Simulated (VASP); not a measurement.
**AlN: single point with PBEsol**

Crystal: AlN.

```xyz
4
Lattice="3.3411 0.0000 0.0000 -1.6705 2.8935 0.0000 0.0000 0.0000 4.1400" Properties=species:S:1:pos:R:3 pbc="T T T"
Al    0.0000    1.9290    3.1050
Al    1.6706    0.9645    1.0350
N     0.0000    1.9290    1.0350
N     1.6706    0.9645    3.1050
```

```
Program                : VASP 6.6.1
Task                   : single point
Functional             : PBEsol
Potentials or basis    : VASP PAW PBE potentials, release 64 (Al, N)
Cutoff                 : 520 eV
k mesh                 : 9 × 9 × 6
Occupations            : gaussian, width 0.05 eV
Spin                   : no spin polarisation
Dipole correction      : no
Further INCAR settings : ALGO = Normal; EDIFF = 1e-06; NBANDS = 16
```

- Pressure: -5.1 GPa
- Band gap on the k mesh: 3.20 eV, direct

Stress tensor (GPa, compression positive):
```
-6.12  0.00  0.00
 0.00 -6.12  0.00
 0.00  0.00 -3.18
```

Levels at points of the mesh, in eV from the valence-band top:
```csv
k point,band 4,band 5,band 6,band 7,band 8,band 9,band 10,band 11,band 12,band 13
"(0.00, 0.00, 0.00)",-3.25,-3.25,-1.48,-1.48,0.00,3.20,4.29,8.07,8.07,11.19
"(0.00, 0.00, 0.50)",-3.67,-2.41,-2.41,-2.41,-2.41,5.60,5.60,8.23,8.23,8.23
```

It took 24 s on 1 thread of Intel(R) Xeon(R) 6975P-C (Granite Rapids), on a shared host, peak memory 0.17 GiB.

Caveat: the PAW data sets were made with another functional, which shifts forces and pressure a little. As with any semilocal functional, this PBEsol gap is likely too small.
